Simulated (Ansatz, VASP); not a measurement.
# BaS in VASP and in Ansatz

```
CELL_PARAMETERS angstrom
0.00000 3.21693 3.21693
3.21693 0.00000 3.21693
3.21693 3.21693 0.00000
ATOMIC_POSITIONS crystal
Ba 0.50000 0.50000 0.50000
S 0.00000 0.00000 0.00000
```

Alike in both runs: task relaxation of cell and atoms; functional PBE; k mesh 8 × 8 × 8; occupations gaussian, width 0.02 eV; no spin polarisation.

|  | VASP | Ansatz |
| --- | --- | --- |
| version | VASP 6.6.1 | Ansatz 0.2.0 |
| potentials or method | VASP PAW PBE potentials, release 64 (Ba_sv, S), cutoff 600 eV | scalar-relativistic, plane waves, PAW |
| valence electrons in the cell | 16 | 16 |

|  | VASP | Ansatz | Ansatz less VASP |
| --- | --- | --- | --- |
| gap on the k mesh at the Fermi level, each at its own relaxed structure (eV) | 2.16 | 2.23 | +0.074 |
| relaxed volume (Å³/atom) | 33.65 | 33.19 | -0.460 |
| relaxed length of the cell vector where the two differ most in proportion (Å) | 4.566 | 4.545 | -0.0209 |

Neither program's run includes spin-orbit coupling.
